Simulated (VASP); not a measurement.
Runs of VASP 6.6.1 on Ir. The structure is that of space group P6/mmm (No. 191), or close to it. The cells are those of the table. This isn't the form of Ir at room conditions, which is fcc.

```tsv
task	cell	k mesh	cutoff (eV)	gap on the mesh (eV)	pressure (GPa)	moment (μB)
single point	a = 4.379, b = 4.379, c = 2.702 Å, angles 90.0, 90.0, 120.0°, 3 atoms	9 × 9 × 12	520	none	0.4	0.00
single point	a = 4.196, b = 4.196, c = 2.590 Å, angles 90.0, 90.0, 120.0°, 3 atoms	11 × 11 × 15	520	none	(a)	0.00
single point	a = 4.259, b = 4.259, c = 2.628 Å, angles 90.0, 90.0, 120.0°, 3 atoms	11 × 11 × 15	520	none	34.0	0.00
relaxation of cell and atoms	relaxed from a = 4.308, b = 4.308, c = 2.641 Å, angles 90.0, 90.0, 120.0°, 3 atoms	9 × 9 × 12	600	none	0.0	0.00
```

Alike in all rows: level PBE; potentials or basis VASP PAW PBE potentials, release 64 (Ir); spin collinear; smearing fermi-dirac 0.05 eV.

Fill in the values left out.

(a) 58.1.

Caveats: spin-orbit coupling is left out, which moves the levels of the heavy elements; the stress differs along the axes, from 54 to 60 GPa (at least some runs); the cell stands under pressure (at least some runs).

A k mesh can miss the band edges, and the runs leave out spin-orbit coupling on Ir.

A gap of «none» marks levels without a gap at the run's occupations.
